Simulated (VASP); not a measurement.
Set up this calculation in VASP 6.6.1, as the native input.

```yaml
Task: single point
Functional: PBEsol
Potentials_or_basis: VASP PAW PBE potentials, release 64 (Mo_sv, S)
Cutoff: 520 eV
k_mesh: 12 × 12 × 2
Occupations: gaussian, width 0.05 eV
Spin: no spin polarisation
Dipole_correction: no
Further_INCAR_settings: ALGO = Normal; EDIFF = 1e-07; NBANDS = 35
```

The structure of MoS2 lies in POSCAR:

```
MoS2
1.0
    3.1414322073      0.0000000000      0.0000000000
   -1.5707161036      2.7205600958      0.0000000000
    0.0000000000      0.0000000000     12.5788196111
Mo S
2 4
Direct
    0.3102501576      0.6780376511      0.2460714000
    0.6008319964      0.2683886322      0.7354639448
    0.4666843477      0.7563719843      0.6568651963
    0.6555797290      0.1984319342      0.1416757869
    0.2812385947      0.6873077008      0.8263247993
    0.6854151746      0.4114620973      0.3935988727
```

This cell differs from its parent crystal: atoms moved at random.

One way to write it, as run:

INCAR

```
  PREC = Accurate
  ENCUT = 520
  EDIFF = 1E-7
  ISMEAR = 0
  SIGMA = 0.05
  LREAL = False
  LASPH = True
  NELM = 100
  ALGO = Normal
  ISIF = 2
  LWAVE = False
  LCHARG = False
  GGA = PS
  NBANDS = 35
```

KPOINTS

```
Automatic mesh
0
Gamma
  12 12 2
```

Potentials or basis: VASP PAW PBE potentials, release 64 (Mo_sv, S).

Run with:

```bash
$ cat potpaw_PBE.64/Mo_sv/POTCAR potpaw_PBE.64/S/POTCAR > POTCAR
$ mpirun -np 1 vasp_std > vasp.out
```

It gave:

| Item | Value |
| --- | --- |
| Pressure | 57.8 GPa |
| Largest force | 24.872 eV/Å |
| Band gap on the k mesh | zero (bands 26 and 27 overlap by 1.65 eV) |

Caveat: the cell differs from its parent crystal (atoms moved at random); atoms lie so close that the PAW spheres overlap strongly, which falsifies energies and pressures; the stress differs along the axes, from 24 to 88 GPa; the PAW data sets were made with another functional, which shifts forces and pressure a little.

Run time: 13 min on 1 thread of Intel(R) Xeon(R) Platinum 8259CL CPU @ 2.50GHz (Skylake/Cascade Lake), with other jobs on the host, peak memory 0.53 GiB.
